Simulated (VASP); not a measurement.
# Ag (P6_3/mmc) in VASP: a series of runs

Ag is run at these levels: r2SCAN; tasks: single point.

Everything below comes from runs of VASP 6.6.1. Logs are shortened: lines on timing, memory, paths and dates and some standing lists are left out, and cuts for length are marked.

**1. The cell of the first run**

Symmetry: P6_3/mmc, No. 194, hexagonal system. Conventional cell: a = 3.047 Å, b = 3.047 Å, c = 4.598 Å, α = 90.00°, β = 90.00°, γ = 120.00°. Ag (site symmetry -6m2) has 12 Ag at 2.90 to 3.05 Å within 3.8 Å.

This isn't the form of Ag at room conditions, which is fcc.

**2. Single point, r2SCAN (strain +0.040 along x and y, -0.040 along z)**

File POSCAR:

```
Ag
1.0
    3.0471980036      0.0000000000      0.0000000000
   -1.5235990018      2.6389508815      0.0000000000
    0.0000000000      0.0000000000      4.5984000000
Ag
2
Direct
    0.3333333333      0.6666666667      0.2500000000
    0.6666666667      0.3333333333      0.7500000000
```

File INCAR.step1:

```
SYSTEM = Ag
  ALGO = Normal
  EDIFF = 1E-4
  ENCUT = 520
  GGA = PE
  ISMEAR = 0
  LASPH = .True.
  LCHARG = .False.
  LREAL = .False.
  LWAVE = .True.
  NBANDS = 18
  NELM = 60
  PREC = Accurate
  SIGMA = 0.15
```

File INCAR.step2:

```
SYSTEM = Ag
  ALGO = Normal
  EDIFF = 1E-7
  ENCUT = 520
  ISIF = 2
  ISMEAR = 0
  ISTART = 1
  LASPH = .True.
  LCHARG = .True.
  LELF = .True.
  LMIXTAU = .True.
  LREAL = .False.
  LVHAR = .True.
  LWAVE = .False.
  METAGGA = R2SCAN
  NBANDS = 18
  NELM = 60
  PREC = Accurate
  SIGMA = 0.15
```

File KPOINTS:

```
k-points
0
Gamma
  18 18 10
  0 0 0
```

Potentials or basis: VASP PAW PBE potentials, release 64 (Ag).

The run is started by

```
> cat potpaw_PBE.64/Ag/POTCAR > POTCAR
> cp INCAR.step1 INCAR
> mpirun -np 1 vasp_std > vasp.out
> cp INCAR.step2 INCAR
> mpirun -np 1 vasp_std > vasp.out
```

OUTCAR:

```text
SYSTEM = Ag
   EDIFF = 1E-7
   ENCUT = 520
   ISIF = 2
   ISMEAR = 0
   ISTART = 1
   LASPH = .True.
   LREAL = .False.
   METAGGA = R2SCAN
   NELM = 60
   PREC = Accurate

 ion  position               nearest neighbor table
   1  0.333  0.667  0.250-   2 2.90   2 2.90   2 2.90   2 2.90   2 2.90   2 2.90
   2  0.667  0.333  0.750-   1 2.90   1 2.90   1 2.90   1 2.90   1 2.90   1 2.90

  LATTYP: Found a hexagonal cell.
 ALAT       =     3.0471980036
 C/A-ratio  =     1.5090584841

  Lattice vectors:

 A1 = (   3.0471980036,   0.0000000000,   0.0000000000)
 A2 = (  -1.5235990018,   2.6389508815,   0.0000000000)
 A3 = (   0.0000000000,   0.0000000000,   4.5984000000)

Analysis of symmetry for initial positions (statically):
=====================================================================
 Subroutine PRICEL returns:
 Original cell was already a primitive cell.

 Routine SETGRP: Setting up the symmetry group for a
 hexagonal supercell.

 Subroutine GETGRP returns: Found 24 space group operations
 (whereof 12 operations were pure point group operations)
 out of a pool of 24 trial point group operations.

The static configuration has the point symmetry D_3d.
 The point group associated with its full space group is D_6h.

Analysis of symmetry for dynamics (positions and initial velocities):
=====================================================================
 Subroutine PRICEL returns:
 Original cell was already a primitive cell.

 Routine SETGRP: Setting up the symmetry group for a
 hexagonal supercell.

 Subroutine GETGRP returns: Found 24 space group operations
 (whereof 12 operations were pure point group operations)
 out of a pool of 24 trial point group operations.

The dynamic configuration has the point symmetry D_3d.
 The point group associated with its full space group is D_6h.

 Subroutine INISYM returns: Found 24 space group operations
 (whereof 12 operations are pure point group operations),
 and found     1 'primitive' translations

----------------------------------------------------------------------------------------

                                     Primitive cell

  volume of cell :      36.9776

  direct lattice vectors                    reciprocal lattice vectors
     3.047198004  0.000000000  0.000000000     0.328170338  0.189469233  0.000000000
    -1.523599002  2.638950882  0.000000000     0.000000000  0.378938466  0.000000000
     0.000000000  0.000000000  4.598400000     0.000000000  0.000000000  0.217466945

  length of vectors
     3.047198004  3.047198004  4.598400000     0.378938466  0.378938466  0.217466945

  position of ions in fractional coordinates (direct lattice)
     0.333333333  0.666666667  0.250000000
     0.666666667  0.333333333  0.750000000

  ion indices of the primitive-cell ions
   primitive index   ion index
                 1           1
                 2           2

----------------------------------------------------------------------------------------

 KPOINTS: k-points

Automatic generation of k-mesh.
 Grid dimensions read from file:
 generate k-points for:   18   18   10

 Generating k-lattice:

  Cartesian coordinates                     Fractional coordinates (reciprocal lattice)
     0.018231685  0.010526069  0.000000000     0.055555556  0.000000000  0.000000000
     0.000000000  0.021052137  0.000000000     0.000000000  0.055555556  0.000000000
     0.000000000  0.000000000  0.021746695     0.000000000  0.000000000  0.100000000

  Length of vectors
     0.021052137  0.021052137  0.021746695

  Shift w.r.t. Gamma in fractional coordinates (k-lattice)
     0.000000000  0.000000000  0.000000000

 Subroutine IBZKPT returns following result:
 ===========================================

 Found    222 irreducible k-points:

 Following reciprocal coordinates:
            Coordinates               Weight
  0.000000  0.000000  0.000000      1.000000
  0.055556  0.000000  0.000000      6.000000
  0.111111  0.000000  0.000000      6.000000
  0.166667  0.000000  0.000000      6.000000
  0.222222  0.000000  0.000000      6.000000
  0.277778  0.000000  0.000000      6.000000
[... 16 lines left out ...]
  0.333333  0.111111  0.000000     12.000000
  0.388889  0.111111  0.000000     12.000000
 [... further k-points ...]
   k-points           NKPTS =    222   k-points in BZ     NKDIM =    222   number of bands    NBANDS=     18
   number of dos      NEDOS =    301   number of ions     NIONS =      2
   total plane-waves  NPLWV =  20736
   dimension x,y,z NGX =    24 NGY =   24 NGZ =   36
   dimension x,y,z NGXF=    48 NGYF=   48 NGZF=   72
   ions per type =               2
   NGX,Y,Z   is equivalent  to a cutoff of  13.09, 13.09, 13.02 a.u.
   NGXF,Y,Z  is equivalent  to a cutoff of  26.19, 26.19, 26.03 a.u.
 SYSTEM =  Ag
   PREC   = accura    normal or accurate (medium, high low for compatibility)
   ISTART =      1    job   : 0-new  1-cont  2-samecut
   ICHARG =      0    charge: 1-file 2-atom 10-const
   ISPIN  =      1    spin polarized calculation?
   LNONCOLLINEAR =      F non collinear calculations
   LSORBIT =      F    spin-orbit coupling
   LASPH  =      T    aspherical Exc in radial PAW
   ENCUT  =  520.0 eV  38.22 Ry    6.18 a.u.   5.67  5.67  8.55*2*pi/ulx,y,z
   NELM   =     60;   NELMIN=  2; NELMDL=  0     # of ELM steps
   EDIFF  = 0.1E-06   stopping-criterion for ELM
   LREAL  =      F    real-space projection
   EDIFFG = 0.1E-05   stopping-criterion for IOM
   NSW    =      0    number of steps for IOM
   IBRION =     -1    ionic relax: 0-MD 1-quasi-New 2-CG
   NFREE  =      0    steps in history (QN), initial steepest desc. (CG)
   ISIF   =      2    stress and relaxation
   ISYM   =      2    0-nonsym 1-usesym 2-fastsym
   POTIM  = 0.5000    time-step for ionic-motion
   TEBEG  =    0.0;   TEEND  =   0.0 temperature during run
   PSTRESS=    0.0 pullay stress
   NELECT =      22.0000    total number of electrons
   NUPDOWN=      -1.0000    fix difference up-down
   EMIN   =  10.00;   EMAX   =-10.00  energy-range for DOS
   EFERMI =   0.00;   METHOD = LEGACY
   ISMEAR =     0;   SIGMA  =   0.15  broadening in eV -4-tet -1-fermi 0-gaus
   EFERMI_NEDOS =   21; number of points for ismear=-14 and -15
   IALGO  =     38    algorithm
   IMIX   =      4    mixing-type and parameters
     AMIX     =   0.40;   BMIX     =  1.00
     AMIX_MAG =   1.60;   BMIX_MAG =  1.00
  volume/ion in A,a.u.               =      18.49       124.77
  Fermi-wavevector in a.u.,A,eV,Ry     =   1.376901  2.601966 25.794704  1.895857
  Thomas-Fermi vector in A             =   2.502104
   LORBIT       =      0    0 simple, 1 ext, 2 COOP (PROOUT), +10 PAW based schemes
   METAGGA = R2SCAN    functional components
   LHFCALC =     F    Hartree Fock is set to
   AEXX    =    0.0000 exact exchange contribution
   IVDW    =     0    specifies the selected vdW correction
   LEPSILON=     F    determine dielectric tensor
   LRPA    =     F    only Hartree local field effects (RPA)
 non-spin polarized calculation
 Gauss-broadening in eV      SIGMA  =   0.15
  energy-cutoff  :      520.00
  volume of cell :       36.98
 maximum number of plane-waves:      1009
 NGX is ok and might be reduce to    24
   NGX = 11   NGY = 11   NGZ = 17

 number of electron      21.9999998 magnetization

 Free energy of the ion-electron system (eV)
  ---------------------------------------------------
  ext. energy  EPLUGINS =         0.00000000
  ---------------------------------------------------
  free energy    TOTEN  =       -42.63278277 eV

  energy without entropy =      -42.62670214  energy(sigma->0) =      -42.62974246

 E-fermi :   7.4203     XC(G=0): -12.4060

 val. band max:        7.3976785682   @ k =   0.2778   0.1111   0.4000
 cond. band min:       7.4266389554   @ k =   0.5000   0.0000   0.2000
 fundamental gap:      0.0289603872
 Fermi energy:         7.4202935832

 k-point     1 :       0.0000    0.0000    0.0000
  band No.  band energies     occupation
      1       0.0033      2.00000
      2       1.1468      2.00000
      3       2.5839      2.00000
      4       2.5839      2.00000
      5       2.8006      2.00000
      6       2.8502      2.00000
[... 10 lines left out ...]
     17      25.1844      0.00000
     18      26.4955      0.00000

 k-point     2 :       0.0556    0.0000    0.0000
  band No.  band energies     occupation
      1       0.0807      2.00000
      2       1.1833      2.00000
      3       2.5176      2.00000
      4       2.6207      2.00000
      5       2.8218      2.00000
      6       2.8263      2.00000
[... 10 lines left out ...]
     17      25.5486      0.00000
     18      26.5755      0.00000

 k-point     3 :       0.1111    0.0000    0.0000
  band No.  band energies     occupation
      1       0.3059      2.00000
      2       1.2817      2.00000
      3       2.3984      2.00000
      4       2.7282      2.00000
      5       2.7294      2.00000
      6       2.7609      2.00000
[... 10 lines left out ...]
     17      26.0319      0.00000
     18      26.3554      0.00000

 k-point     4 :       0.1667    0.0000    0.0000
  band No.  band energies     occupation
      1       0.6526      2.00000
      2       1.4044      2.00000
      3       2.2945      2.00000
      4       2.5585      2.00000
      5       2.6680      2.00000
      6       2.8069      2.00000
[... 375 lines left out ...]
      4       2.3644      2.00000
      5       2.5416      2.00000
      6       3.0010      2.00000
[... 10 lines left out ...]
     17      20.9675      0.00000
     18      23.2557      0.00000

 k-point    23 :       0.3333    0.1111    0.0000
  band No.  band energies     occupation
      1       1.3946      2.00000
      2       1.6012      2.00000
      3       1.6511      2.00000
      4       2.3151      2.00000
      5       2.8135      2.00000
      6       2.9677      2.00000
[... 10 lines left out ...]
     17      19.7000      0.00000
     18      22.8315      0.00000

 k-point    24 :       0.3889    0.1111    0.0000
  band No.  band energies     occupation
      1       1.3301      2.00000
      2       1.4959      2.00000
      3       1.6435      2.00000
      4       2.2852      2.00000
      5       2.9264      2.00000
      6       3.0000      2.00000
[... 10 lines left out ...]
     17      18.6031      0.00000
     18      22.5757      0.00000

 [... further k-points ...]

------------------------ aborting loop because EDIFF is reached ----------------------------------------

  FORCE on cell =-STRESS in cart. coord.  units (eV):
  Direction    XX          YY          ZZ          XY          YZ          ZX
  --------------------------------------------------------------------------------------
  -------------------------------------------------------------------------------------
  Total       -1.5483439     -1.5483439     -0.2593267     -0.0000000      0.0000000      0.0000000
  in kB      -67.0871388    -67.0871388    -11.2361887     -0.0000000      0.0000000      0.0000000
  external PRESSURE =     -48.4701554 kB  Pullay stress =       0.0000000 kB

 VOLUME and BASIS-vectors are now :
 -----------------------------------------------------------------------------
  energy-cutoff  :      520.00
  volume of cell :       36.98
      direct lattice vectors                 reciprocal lattice vectors
     3.047198004  0.000000000  0.000000000     0.328170338  0.189469233  0.000000000
    -1.523599002  2.638950882  0.000000000     0.000000000  0.378938466  0.000000000
     0.000000000  0.000000000  4.598400000     0.000000000  0.000000000  0.217466945

 POSITION                                       TOTAL-FORCE (eV/Angst)
 -----------------------------------------------------------------------------------
     -0.00000      1.75930      1.14960         0.000000     -0.000000      0.000000
      1.52360      0.87965      3.44880        -0.000000      0.000000      0.000000
 -----------------------------------------------------------------------------------
    total drift:                               -0.000000      0.000000     -0.000000

  FREE ENERGIE OF THE ION-ELECTRON SYSTEM (eV)
  ---------------------------------------------------
  free  energy   TOTEN  =       -42.6327827713 eV

  energy  without entropy=      -42.6267021422  energy(sigma->0) =      -42.62974246
```

Wall time 5.3 min (1 thread of AMD EPYC 7R13 (Zen 3), shared host); peak memory 0.22 GiB.

What came out:

| Quantity | Value |
| --- | --- |
| Free energy | -42.6328 eV |
| Pressure | -4.8 GPa |
| Band gap on the k mesh | zero (bands 11 and 12 overlap by 7.32 eV) |

Caveat: the cell differs from its parent crystal (strain +0.040 along x and y, -0.040 along z); the cell stands under tension; the PAW data sets were made with another functional, which shifts forces and pressure a little.

**3. Single point, r2SCAN (strain +0.000 along x and y, +0.040 along z)**

File POSCAR:

```
Ag
1.0
    2.9299980804      0.0000000000      0.0000000000
   -1.4649990402      2.5374527707      0.0000000000
    0.0000000000      0.0000000000      4.9816000000
Ag
2
Direct
    0.3333333333      0.6666666667      0.2500000000
    0.6666666667      0.3333333333      0.7500000000
```

File INCAR.step1:

```
SYSTEM = Ag
PREC = Accurate ; ENCUT = 520
ISMEAR = 0 ; SIGMA = 0.15
LREAL = .FALSE. ; LASPH = .TRUE.
NELM = 60 ; NBANDS = 18
GGA = PE ; ALGO = Normal
EDIFF = 1E-4 ; LWAVE = .TRUE.
LCHARG = .FALSE.
```

File INCAR.step2:

```
SYSTEM = Ag
PREC = Accurate ; ENCUT = 520
EDIFF = 1E-6 ; ISMEAR = 0
SIGMA = 0.15 ; LREAL = .FALSE.
LASPH = .TRUE. ; NELM = 60
ALGO = Normal ; ISIF = 2
LWAVE = .FALSE. ; LCHARG = .TRUE.
METAGGA = R2SCAN ; LMIXTAU = .TRUE.
LELF = .TRUE. ; LVHAR = .TRUE.
NBANDS = 18 ; ISTART = 1
```

File KPOINTS:

```
Automatic mesh
0
G
  18 18 10
  0 0 0
```

Potentials or basis: VASP PAW PBE potentials, release 64 (Ag).

The run is started by

```
> cat potpaw_PBE.64/Ag/POTCAR > POTCAR
> cp INCAR.step1 INCAR
> mpirun -np 1 vasp_std > vasp.out
> cp INCAR.step2 INCAR
> mpirun -np 1 vasp_std > vasp.out
```

Wall time 5.6 min (1 thread of AMD EPYC 7R13 (Zen 3), shared host); peak memory 0.23 GiB.

Results (log left out):

* Free energy: -42.6589 eV
* Pressure: -5.4 GPa
* Band gap on the k mesh: zero (bands 11 and 12 overlap by 7.87 eV)

Stress tensor (GPa, compression positive):
```
-4.58  0.00  0.00
 0.00 -4.58  0.00
 0.00  0.00 -7.08
```

Levels at points of the mesh, in eV from the Fermi level:
```tsv
k point	band 9	band 10	band 11	band 12	band 13	band 14
(0.00, 0.00, 0.00)	-4.15	-3.38	-3.38	-0.38	2.71	16.33
(0.50, 0.00, 0.00)	-3.17	-3.07	0.28	1.56	6.56	6.91
(0.00, 0.00, 0.50)	-3.65	-3.65	-3.65	-3.65	10.05	10.05
(0.50, 0.00, 0.50)	-3.11	-3.11	0.99	0.99	4.37	4.37
```

Caveat: the cell differs from its parent crystal (strain +0.000 along x and y, +0.040 along z); the cell stands under tension; the PAW data sets were made with another functional, which shifts forces and pressure a little.

(Continued in part 2 of 2.)
